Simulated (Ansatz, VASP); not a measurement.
## SiC in VASP and in Ansatz

```xyz
2
Lattice="0.0000 2.1861 2.1515 2.1861 0.0000 2.1515 2.1861 2.1861 0.0000" Properties=species:S:1:pos:R:3 pbc="T T T"
Si    0.0000    0.0000    0.0000
C     1.0931    1.0931    1.0757
```

Change from the starting cell: strained cell.

Alike in both runs: task relaxation of the atoms; functional LDA; k mesh 10 × 10 × 10; occupations gaussian, width 0.02 eV; no spin polarisation.

```csv
,VASP,Ansatz
version,VASP 6.6.1,Ansatz 0.2.0
potentials or method,"VASP PAW LDA potentials, release 64 (Si, C), cutoff 520 eV","scalar-relativistic, plane waves, PAW"
valence electrons in the cell,8,8
```

Ansatz gave:

| Quantity | Value |
| --- | --- |
| gap on the k mesh at the Fermi level, each at its own relaxed structure (eV) | 1.14 |

**Question.** What did VASP give for the same quantities?

**Answer.** gap on the k mesh at the Fermi level, each at its own relaxed structure (eV): 1.13.

LDA's correlation is that of Perdew and Zunger in VASP and of Perdew and Wang (1992) in Ansatz. Ansatz's warnings: stress scf threshold loose.

Noted on VASP's run: the relaxation stopped at its first step, so nothing moved.
